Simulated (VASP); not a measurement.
PbS, 2 atoms in the cell. Symmetry: Pm-3m, No. 221, cubic system. The conventional cell has a = 3.678 Å, b = 3.678 Å, c = 3.678 Å, α = 90.00°, β = 90.00°, γ = 90.00°. Pb (site symmetry m-3m) has 8 S at 3.18 Å and 6 Pb at 3.68 Å within 4.2 Å. Within 4.2 Å of S (site symmetry m-3m) lie 8 Pb at 3.18 Å and 6 S at 3.68 Å.  This cell differs from its parent crystal: strained.

* Program: VASP 6.6.1
* Task: single point
* Functional: PBEsol
* Potentials or basis: VASP PAW PBE potentials, release 64 (Pb_d, S)
* Cutoff: 520 eV
* k mesh: 12 × 12 × 12
* Occupations: gaussian, width 0.1 eV
* Spin: no spin polarisation
* Dipole correction: no
* Further INCAR settings: ALGO = Normal; EDIFF = 1e-06; NBANDS = 17

Potentials or basis: VASP PAW PBE potentials, release 64 (Pb_d, S).

Launch:

```bash
$ cat potpaw_PBE.64/Pb_d/POTCAR potpaw_PBE.64/S/POTCAR > POTCAR
$ mpirun -np 1 vasp_std > vasp.out
```

Hardware: 1 thread of AMD EPYC 7R43 64-Core Processor (Zen 3), on a shared host.

**Question.** How long does it take, and how much memory?

**Answer.** It took 82 s on 1 thread of AMD EPYC 7R43 64-Core Processor (Zen 3) (shared host), peak memory 0.16 GiB. Counts: scf iterations 13, k points 84.
